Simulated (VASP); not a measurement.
Ge, 2 atoms in the cell. The structure is tetragonal, space group I4_1/amd (No. 141). Conventional cell: a = 4.113 Å, b = 4.113 Å, c = 5.352 Å, α = 90.00°, β = 90.00°, γ = 90.00°. Ge (site symmetry -4m2) has 4 Ge at 2.45 Å within 3.2 Å.  This cell differs from its parent crystal: ratio of the length along z to the lengths across it x 0.92, volume and fractional coordinates fixed.

| Quantity | Value |
| --- | --- |
| Program | VASP 6.6.1 |
| Task | single point |
| Functional | PBEsol |
| Potentials or basis | VASP PAW PBE potentials, release 64 (Ge_d) |
| Cutoff | 520 eV |
| k mesh | 16 × 16 × 16 |
| Occupations | gaussian, width 0.15 eV |
| Spin | no spin polarisation |
| Dipole correction | no |
| Further INCAR settings | ALGO = Normal; EDIFF = 1e-07; NBANDS = 21 |

Potentials or basis: VASP PAW PBE potentials, release 64 (Ge_d).

The run is started by

```console
$ cat potpaw_PBE.64/Ge_d/POTCAR > POTCAR
$ mpirun -np 1 vasp_std > vasp.out
```

Hardware: 1 thread of Intel(R) Xeon(R) 6975P-C (Granite Rapids), on a shared host.

Q: Estimate the wall time of this run.

A: Run time: 4.6 min on 1 thread of Intel(R) Xeon(R) 6975P-C (Granite Rapids), on a shared host, peak memory 0.36 GiB. Counts: scf iterations 13, k points 349.
